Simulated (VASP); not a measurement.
BN:

```xyz
4
Lattice="2.5156 0.0000 0.0000 -1.2578 2.1786 0.0000 0.0000 0.0000 4.2269" Properties=species:S:1:pos:R:3 pbc="T T T"
B     1.2578    0.7262    4.2257
B     0.0000    1.4524    2.1123
N     1.2578    0.7262    2.6430
N     0.0000    1.4524    0.5295
```

This cell differs from its parent crystal: strain -0.0150 x Voigt [1, 1, 0, 0, 0, 0].

Base run:

| Property | Result |
| --- | --- |
| Program | VASP 6.6.1 |
| Functional | r2SCAN |
| Potentials or basis | VASP PAW PBE potentials, release 64 (B, N) |
| Cutoff | 520 eV |
| k mesh | 12 × 12 × 6 |
| Occupations | gaussian, width 0.05 eV |
| Spin | no spin polarisation |

Its results: band gap on the k mesh 5.62 eV, indirect (least direct gap 8.88 eV); pressure 8.5 GPa; largest force 0.005 eV/Å.

Problem. The run is repeated on the same cell with these changes: potentials or basis from VASP PAW PBE potentials, release 64 (B, N) to VASP PAW PBE potentials, release 64 (B_h, N_h); cutoff from 520 eV to 910 eV; further incar settings from ALGO = Normal; EDIFF = 1e-07; NBANDS = 16 to ALGO = Normal; EDIFF = 1e-06; NBANDS = 16. What comes out?

Solution. Band gap on the k mesh 5.64 eV, indirect (least direct gap 8.90 eV); pressure 6.7 GPa; largest force 0.004 eV/Å.

Caveats: the PAW data sets were made with another functional, which shifts forces and pressure a little; the cutoff is under 1.25 times the usual one of these potentials, so pressure, stress and relaxed cells hold a basis-set (Pulay) error (some runs).

A k mesh can miss the band edges.
